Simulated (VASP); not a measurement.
# Ga (Cmcm) in VASP: further runs

Ga is run at these levels: PBEsol+D3(BJ); tasks: single point.

All numbers are computed with VASP 6.6.1; they aren't measurements. Logs are shortened: lines on timing, memory, paths and dates and some standing lists are left out, and cuts for length are marked.

## 1. The cell of the first run

Symmetry: Cmcm, No. 63, orthorhombic system. The conventional cell has a = 7.634 Å, b = 4.653 Å, c = 4.488 Å, α = 90.00°, β = 90.00°, γ = 90.00°. Ga (site symmetry m) has 7 Ga at 2.48 to 2.76 Å within 3.3 Å.

## 2. Single point, PBEsol+D3(BJ)

The input, INCAR:

```
SYSTEM = Ga
PREC     = Accurate       ! precision mode
ENCUT    = 520            ! plane-wave cutoff, eV
EDIFF    = 1E-7           ! SCF threshold, eV
ISMEAR   = 1              ! smearing method
SIGMA    = 0.3            ! smearing width, eV
LREAL    = .FALSE.        ! projectors in reciprocal space
LASPH    = .TRUE.         ! aspherical terms in the spheres
NELM     = 60             ! most SCF steps
ALGO     = Normal         ! electronic algorithm
ISIF     = 2              ! what is computed and relaxed
LWAVE    = .FALSE.        ! write WAVECAR
LCHARG   = .FALSE.        ! write CHGCAR
GGA      = PS             ! functional
IVDW     = 12             ! dispersion correction
NBANDS   = 34             ! bands
```

The input, KPOINTS:

```
Automatic mesh
0
G
  6 6 5
  0 0 0
```

The input, POSCAR:

```
Ga
1.0
    3.8169566100     -2.3266295500      0.0000000000
    3.8169566100      2.3266295500      0.0000000000
    0.0000000000      0.0000000000      4.4882540000
Ga
4
Direct
    0.9903146100      0.3344495100      0.2500000000
    0.3344495100      0.9903146100      0.7500000000
    0.0096853900      0.6655504900      0.7500000000
    0.6655504900      0.0096853900      0.2500000000
```

Potentials or basis: VASP PAW PBE potentials, release 64 (Ga_d).

Launch:

```
$ cat potpaw_PBE.64/Ga_d/POTCAR > POTCAR
$ mpirun -np 1 vasp_std > vasp.out
```

OUTCAR:

```text
SYSTEM = Ga
   PREC = Accurate
   ENCUT = 520
   EDIFF = 1E-7
   ISMEAR = 1
   LREAL = .FALSE.
   LASPH = .TRUE.
   NELM = 60
   ISIF = 2
   GGA = PS
   IVDW = 12
 IVDW          = 12

 ion  position               nearest neighbor table
   1  0.990  0.334  0.250-   4 2.48   4 2.68   4 2.68   3 2.71   3 2.71   2 2.76   2 2.76
   2  0.334  0.990  0.750-   3 2.48   3 2.68   3 2.68   4 2.71   4 2.71   1 2.76   1 2.76
   3  0.010  0.666  0.750-   2 2.48   2 2.68   2 2.68   1 2.71   1 2.71   4 2.76   4 2.76
   4  0.666  0.010  0.250-   1 2.48   1 2.68   1 2.68   2 2.71   2 2.71   3 2.76   3 2.76

  LATTYP: Found a base centered orthorhombic cell.
 ALAT       =     4.6532591000
 B/A-ratio  =     1.6405519349
 C/A-ratio  =     0.9645398856

  Lattice vectors:

 A1 = (  -3.8169566100,  -2.3266295500,   0.0000000000)
 A2 = (   3.8169566100,  -2.3266295500,   0.0000000000)
 A3 = (   0.0000000000,   0.0000000000,   4.4882540000)

Analysis of symmetry for initial positions (statically):
=====================================================================
 Subroutine PRICEL returns:
 Original cell was already a primitive cell.

 Routine SETGRP: Setting up the symmetry group for a
 base centered orthorhombic supercell.

 Subroutine GETGRP returns: Found  8 space group operations
 (whereof  4 operations were pure point group operations)
 out of a pool of  8 trial point group operations.

The static configuration has the point symmetry C_2h.
 The point group associated with its full space group is D_2h.

Analysis of symmetry for dynamics (positions and initial velocities):
=====================================================================
 Subroutine PRICEL returns:
 Original cell was already a primitive cell.

 Routine SETGRP: Setting up the symmetry group for a
 base centered orthorhombic supercell.

 Subroutine GETGRP returns: Found  8 space group operations
 (whereof  4 operations were pure point group operations)
 out of a pool of  8 trial point group operations.

The dynamic configuration has the point symmetry C_2h.
 The point group associated with its full space group is D_2h.

 Subroutine INISYM returns: Found  8 space group operations
 (whereof  4 operations are pure point group operations),
 and found     1 'primitive' translations

----------------------------------------------------------------------------------------

                                     Primitive cell

  volume of cell :      79.7172

  direct lattice vectors                    reciprocal lattice vectors
[... 93 lines left out ...]
   EDIFFG = 0.1E-05   stopping-criterion for IOM
   NSW    =      0    number of steps for IOM
   IBRION =     -1    ionic relax: 0-MD 1-quasi-New 2-CG
   NFREE  =      0    steps in history (QN), initial steepest desc. (CG)
   ISIF   =      2    stress and relaxation
   ISYM   =      2    0-nonsym 1-usesym 2-fastsym
   POTIM  = 0.5000    time-step for ionic-motion
   TEBEG  =    0.0;   TEEND  =   0.0 temperature during run
   PSTRESS=    0.0 pullay stress
   NELECT =      52.0000    total number of electrons
   NUPDOWN=      -1.0000    fix difference up-down
   EMIN   =  10.00;   EMAX   =-10.00  energy-range for DOS
   EFERMI =   0.00;   METHOD = LEGACY
   ISMEAR =     1;   SIGMA  =   0.30  broadening in eV -4-tet -1-fermi 0-gaus
   EFERMI_NEDOS =   21; number of points for ismear=-14 and -15
   IALGO  =     38    algorithm
   IMIX   =      4    mixing-type and parameters
     AMIX     =   0.40;   BMIX     =  1.00
     AMIX_MAG =   1.60;   BMIX_MAG =  1.00
  volume/ion in A,a.u.               =      19.93       134.49
  Fermi-wavevector in a.u.,A,eV,Ry     =   1.419794  2.683022 27.426826  2.015815
  Thomas-Fermi vector in A             =   2.540777
   LORBIT       =      0    0 simple, 1 ext, 2 COOP (PROOUT), +10 PAW based schemes
   GGA     = PS    functional components
   LHFCALC =     F    Hartree Fock is set to
   AEXX    =    0.0000 exact exchange contribution
   IVDW    =    12    specifies the selected vdW correction
   LEPSILON=     F    determine dielectric tensor
   LRPA    =     F    only Hartree local field effects (RPA)
 non-spin polarized calculation
 Methfessel and Paxton  Order N= 1 SIGMA  =   0.30
  energy-cutoff  :      520.00
  volume of cell :       79.72
 maximum number of plane-waves:      2167
 NGX is ok and might be reduce to    36
   NGX = 17   NGY = 17   NGZ = 17

 number of electron      51.9999986 magnetization

 Free energy of the ion-electron system (eV)
  ---------------------------------------------------
  ext. energy  EPLUGINS =         0.00000000
  ---------------------------------------------------
  free energy    TOTEN  =       -13.35668771 eV

  energy without entropy =      -13.35721174  energy(sigma->0) =      -13.35686238

 E-fermi :   4.7924     XC(G=0): -10.6585

 val. band max:        4.7593211681   @ k =   0.5000   0.5000   0.4000
 cond. band min:       4.8138235390   @ k =   0.1667   0.0000   0.2000
 fundamental gap:      0.0545023709
 Fermi energy:         4.7923563666

 k-point     1 :       0.0000    0.0000    0.0000
  band No.  band energies     occupation
      1     -10.4041      2.00000
      2     -10.3767      2.00000
      3     -10.3529      2.00000
      4     -10.3136      2.00000
      5     -10.2493      2.00000
      6     -10.2308      2.00000
[... 877 lines left out ...]
     33      12.6540      0.00000
     34      13.1731      0.00000

 [... further k-points ...]

------------------------ aborting loop because EDIFF is reached ----------------------------------------

 Edisp (eV)   -1.13305

 E8    (eV) :    -0.7852

  FORCE on cell =-STRESS in cart. coord.  units (eV):
  Direction    XX          YY          ZZ          XY          YZ          ZX
  --------------------------------------------------------------------------------------
  -------------------------------------------------------------------------------------
  Total      -1.13022    -1.65864    -0.98567     0.00000    -0.00000     0.00000
  in kB     -22.71549   -33.33571   -19.81020     0.00000    -0.00000     0.00000
  external pressure =      -25.29 kB  Pullay stress =        0.00 kB

 VOLUME and BASIS-vectors are now :
 -----------------------------------------------------------------------------
  energy-cutoff  :      520.00
  volume of cell :       79.72
      direct lattice vectors                 reciprocal lattice vectors
     3.816956610 -2.326629550  0.000000000     0.130994415 -0.214903142  0.000000000
     3.816956610  2.326629550  0.000000000     0.130994415  0.214903142  0.000000000
     0.000000000  0.000000000  4.488254000     0.000000000  0.000000000  0.222803790

 POSITION                                       TOTAL-FORCE (eV/Angst)
 -----------------------------------------------------------------------------------
      5.05657     -1.52596      1.12206         0.011540      0.020073     -0.000000
      5.05657      1.52596      3.36619         0.011540     -0.020073      0.000000
      2.57735      1.52596      3.36619        -0.011540     -0.020073      0.000000
      2.57735     -1.52596      1.12206        -0.011540      0.020073     -0.000000
 -----------------------------------------------------------------------------------
    total drift:                                0.000000      0.000000     -0.000000

  FREE ENERGIE OF THE ION-ELECTRON SYSTEM (eV)
  ---------------------------------------------------
  free  energy   TOTEN  =       -14.4897364987 eV

  energy  without entropy=      -14.4902605360  energy(sigma->0) =      -14.48991118
```

OSZICAR:

```text
N       E                     dE             d eps       ncg     rms          rms(c)
DAV:   1     0.360465937444E+03    0.36047E+03   -0.25613E+04  2708   0.288E+03
DAV:   2     0.314036196375E+02   -0.32906E+03   -0.32063E+03  2700   0.528E+02
DAV:   3    -0.121522205052E+02   -0.43556E+02   -0.43085E+02  3060   0.152E+02
DAV:   4    -0.135347111937E+02   -0.13825E+01   -0.13778E+01  3020   0.303E+01
DAV:   5    -0.135645471845E+02   -0.29836E-01   -0.29826E-01  3294   0.459E+00    0.274E+00
DAV:   6    -0.133980491900E+02    0.16650E+00   -0.31696E-01  3440   0.768E+00    0.142E+00
DAV:   7    -0.133592274891E+02    0.38822E-01   -0.86292E-02  3608   0.294E+00    0.351E-01
DAV:   8    -0.133565757597E+02    0.26517E-02   -0.21212E-02  2848   0.151E+00    0.626E-02
DAV:   9    -0.133566717708E+02   -0.96011E-04   -0.12485E-03  3080   0.363E-01    0.287E-02
DAV:  10    -0.133566874509E+02   -0.15680E-04   -0.32733E-04  3132   0.205E-01    0.103E-02
DAV:  11    -0.133566879247E+02   -0.47380E-06   -0.66847E-05  3052   0.937E-02    0.422E-03
DAV:  12    -0.133566876899E+02    0.23483E-06   -0.12048E-05  3184   0.389E-02    0.133E-03
DAV:  13    -0.133566877239E+02   -0.34051E-07   -0.18218E-06  3412   0.123E-02    0.490E-04
DAV:  14    -0.133566877057E+02    0.18177E-07   -0.10451E-07  1858   0.229E-03
   1 F= -.14489736E+02 E0= -.14489911E+02  d E =0.524037E-03
```

It took 53 s on 1 thread of Intel Xeon Platinum 8559C (Emerald Rapids), shared host; peak memory 0.23 GiB.

What came out:

```yaml
Free_energy: -14.4897 eV
Pressure: -2.5 GPa
Largest_force: 0.023 eV/Å
Band_gap_on_the_k_mesh: zero (bands 26 and 27 overlap by 0.66 eV)
Dispersion_energy_per_atom: -0.283 eV
```

Forces in eV/Å, atoms in the order of the input:
```
Ga   0.012  0.020  0.000
Ga   0.012 -0.020  0.000
Ga  -0.012 -0.020  0.000
Ga  -0.012  0.020  0.000
```

Caveat: three body term missing; so wide a smearing shifts energies and pressures; the PAW data sets were made with another functional, which shifts forces and pressure a little.

## 3. Single point, PBEsol+D3(BJ)

The input, INCAR:

```
SYSTEM = Ga
PREC     = Accurate       ! precision mode
ENCUT    = 520            ! plane-wave cutoff, eV
EDIFF    = 1E-6           ! SCF threshold, eV
ISMEAR   = 1              ! smearing method
SIGMA    = 0.2            ! smearing width, eV
LREAL    = .FALSE.        ! projectors in reciprocal space
LASPH    = .TRUE.         ! aspherical terms in the spheres
NELM     = 80             ! most SCF steps
ALGO     = Normal         ! electronic algorithm
ISIF     = 2              ! what is computed and relaxed
LWAVE    = .FALSE.        ! write WAVECAR
LCHARG   = .TRUE.         ! write CHGCAR
GGA      = PS             ! functional
IVDW     = 12             ! dispersion correction
LELF     = .TRUE.         ! ELF
LVHAR    = .TRUE.       
NBANDS   = 34             ! bands
```

The input, KPOINTS:

```
regular mesh
0
G
  6 6 5
  0 0 0
```

POSCAR is that of step 2.

Potentials or basis: VASP PAW PBE potentials, release 64 (Ga_d).

Launch:

```
$ cat potpaw_PBE.64/Ga_d/POTCAR > POTCAR
$ mpirun -np 1 vasp_std > vasp.out
```

Wall time 47 s (1 thread of Intel Xeon Platinum 8559C (Emerald Rapids), shared host); peak memory 0.24 GiB.

It converged, with:

```yaml
Free_energy: -14.4892 eV
Pressure: -2.5 GPa
Largest_force: 0.022 eV/Å
Band_gap_on_the_k_mesh: zero (bands 26 and 27 overlap by 0.66 eV)
Dispersion_energy_per_atom: -0.283 eV
```

Forces in eV/Å, atoms in the order of the input:
```
Ga   0.005  0.022  0.000
Ga   0.005 -0.022  0.000
Ga  -0.005 -0.022  0.000
Ga  -0.005  0.022  0.000
```

Stress tensor (GPa, compression positive):
```
-2.24  0.00  0.00
 0.00 -3.39  0.00
 0.00  0.00 -2.00
```

Levels at points of the mesh, in eV from the Fermi level:
```csv
k point,band 22,band 23,band 24,band 25,band 26,band 27,band 28,band 29,band 30,band 31
"(0.00, 0.00, 0.00)",-4.12,-3.34,-2.56,-2.36,-1.14,0.88,0.95,2.33,4.55,4.68
"(0.50, 0.00, 0.00)",-8.33,-3.33,-3.16,-1.35,-0.37,-0.34,-0.11,3.61,4.16,5.76
"(0.50, 0.50, 0.00)",-7.41,-4.51,-2.96,-1.80,-1.70,0.37,1.17,3.23,3.69,4.94
```

Caveat: three body term missing; the PAW data sets were made with another functional, which shifts forces and pressure a little.
